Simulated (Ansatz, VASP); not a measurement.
## One calculation of W2F3, two programs

```xyz
5
Lattice="4.5302 0.0000 0.0000 -2.2651 3.9232 0.0000 0.0000 0.0000 4.0529" Properties=species:S:1:pos:R:3 pbc="T T T"
W     0.0000    2.6155    0.0000
W     2.2651    1.3077    4.0529
F     0.0000    0.0000    0.0000
F     0.0000    2.6155    2.0264
F     2.2651    1.3077    2.0265
```

Alike in both runs: functional PBE; k mesh 6 × 6 × 4; occupations gaussian, width 0.1 eV; no spin polarisation.

Ansatz relaxed the structure, and its values are those at the end. VASP's run is a single point on that final structure, the one shown.

|  | VASP | Ansatz |
| --- | --- | --- |
| version | VASP 6.6.1 | Ansatz 0.2.0 |
| potentials or method | VASP PAW PBE potentials, release 64 (W_sv, F), cutoff 520 eV | scalar-relativistic, plane waves, PAW |
| valence electrons in the cell | 49 | 49 |

```csv
,VASP,Ansatz,Ansatz less VASP
gap on the k mesh at the Fermi level (eV),none,none,-
pressure (GPa),0.7,0.1,-0.65
```

A gap of «none» marks a metal or a gap that the smearing closes.

The k mesh is coarse, so the values compare programs but aren't converged. Neither program's run includes spin-orbit coupling.
